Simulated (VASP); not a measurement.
Cu3O, 4 atoms in the cell. It takes space group Pm-3m (No. 221, cubic). Conventional cell: a = 3.544 Å, b = 3.544 Å, c = 3.544 Å, α = 90.00°, β = 90.00°, γ = 90.00°. Within 3.3 Å of O (site symmetry m-3m) lie 12 Cu at 2.51 Å. Cu (site symmetry 4/mmm) has 4 O at 2.51 Å and 8 Cu at 2.51 Å within 3.3 Å. 

| Property | Result |
| --- | --- |
| Program | VASP 6.6.1 |
| Task | single point |
| Functional | PBE |
| Potentials or basis | VASP PAW PBE potentials, release 64 (O, Cu) |
| Cutoff | 520 eV |
| k mesh | 9 × 9 × 9 |
| Occupations | gaussian, width 0.05 eV |
| Spin | collinear spin |
| Starting moments | [0.0, 0.6, 0.6, 0.6] μB |
| Dipole correction | no |
| Further INCAR settings | ALGO = Normal; EDIFF = 1e-07; NBANDS = 32 |

Potentials or basis: VASP PAW PBE potentials, release 64 (O, Cu).

Run with:

```bash
$ cat potpaw_PBE.64/O/POTCAR potpaw_PBE.64/Cu/POTCAR > POTCAR
$ mpirun -np 1 vasp_std > vasp.out
```

Hardware: 1 thread of Intel(R) Xeon(R) Platinum 8559C (Emerald Rapids) (shared host).

Question: Estimate the wall time of this run.

Answer: It took 71 s on 1 thread of Intel(R) Xeon(R) Platinum 8559C (Emerald Rapids), with other jobs on the host, peak memory 0.21 GiB. Counts: scf iterations 17, k points 35.
